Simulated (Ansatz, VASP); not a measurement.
# CdS: VASP beside Ansatz

File INCAR:

```
SYSTEM = CdS
ALGO = Normal
EDIFF = 1E-6
ENCUT = 520
GGA = PE
ISIF = 2
ISMEAR = -1
LASPH = .True.
LCHARG = .True.
LELF = .True.
LREAL = .False.
LVHAR = .True.
LWAVE = .False.
NBANDS = 16
NELM = 60
PREC = Accurate
SIGMA = 0.02
```

File KPOINTS:

```
k-points
0
Gamma
  8 8 8
  0 0 0
```

The input POSCAR:

```
CdS
1.0
    0.0000000000      2.9392148426      3.0365028539
    2.9392148426      0.0000000000      3.0365028539
    2.9392148426      2.9392148426      0.0000000000
Cd S
1 1
Direct
    0.0000000000      0.0000000000      0.0000000000
    0.2500000000      0.2500000000      0.2500000000
```

Input for Ansatz:

```yaml
crystal:
  lattice:
    - [0.0, 2.9392148426, 3.0365028539]
    - [2.9392148426, 0.0, 3.0365028539]
    - [2.9392148426, 2.9392148426, 0.0]
  atoms:
    - { symbol: Cd, position: [0.0, 0.0, 0.0] }
    - { symbol: S, position: [0.25, 0.25, 0.25] }
kpoints:
  mp_grid: { grid: [8, 8, 8] }
  band_path:
    path:
      - [0.0, 0.0, 0.0]
      - [-0.5, -0.5, 0.0]
      - [-0.375, -0.375, 0.25]
      - [-0.375, 0.0, 0.375]
      - [0.0, 0.0, 0.5]
      - [-0.5, -0.25, 0.25]
    npoints: 1
hamiltonian:
  xc: pbe
scf:
  occupations: { method: fermi_dirac, width: 0.02 }
  n_extra_bands: 4
output:
  forces: true
  stress: true
  eigenvalues: true
```

Change from the starting cell: uniaxial_z strain +3.3%.

Alike in both runs: task single point; functional PBE; k mesh 8 × 8 × 8; occupations fermi-dirac, width 0.02 eV; no spin polarisation.

|  | VASP | Ansatz |
| --- | --- | --- |
| version | VASP 6.6.1 | Ansatz 0.2.0 |
| potentials or method | VASP PAW PBE potentials, release 64 (Cd, S) | plane waves, PAW |
| plane-wave cutoff (eV) | 520 | 420 |
| valence electrons in the cell | 18 | 26 |

```csv
,VASP,Ansatz,Ansatz less VASP
gap on the k mesh at the Fermi level (eV),0.99,0.99,-0.002
pressure (GPa),-0.2,-0.4,-0.27
"traceless stress, the component that is largest in VASP (GPa)",-0.46,-0.47,-0.008
```

VASP's potentials hold 18 valence electrons a cell and Ansatz's 26, so a difference there can come from the potentials and not from the codes.
